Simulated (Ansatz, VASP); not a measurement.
## HfO2: VASP beside Ansatz

```
CELL_PARAMETERS angstrom
4.87634 0.00000 0.00000
0.00000 4.87634 0.00000
0.00000 0.00000 3.23863
ATOMIC_POSITIONS crystal
Hf 0.00000 0.00000 0.00000
Hf 0.50000 0.50000 0.50000
O 0.19486 0.80514 0.50000
O 0.30514 0.30514 0.00000
O 0.69486 0.69486 0.00000
O 0.80514 0.19486 0.50000
```

Alike in both runs: task relaxation of cell and atoms; functional PBE; k mesh 6 × 6 × 8; occupations gaussian, width 0.02 eV; no spin polarisation.

|  | VASP | Ansatz |
| --- | --- | --- |
| version | VASP 6.6.1 | Ansatz 0.2.0 |
| potentials or method | VASP PAW PBE potentials, release 64 (Hf_pv, O), cutoff 600 eV | scalar-relativistic, plane waves, PAW |
| valence electrons in the cell | 44 | 76 |

```tsv
	VASP	Ansatz	Ansatz less VASP
gap on the k mesh at the Fermi level, each at its own relaxed structure (eV)	3.90	3.90	+0.002
relaxed volume (Å³/atom)	12.68	12.85	+0.177
relaxed length of the cell vector where the two differ most in proportion (Å)	4.857	4.880	+0.0231
```

VASP's potentials hold 44 valence electrons a cell and Ansatz's 76, so a difference there can come from the potentials and not from the codes.

Spin-orbit coupling is off throughout.
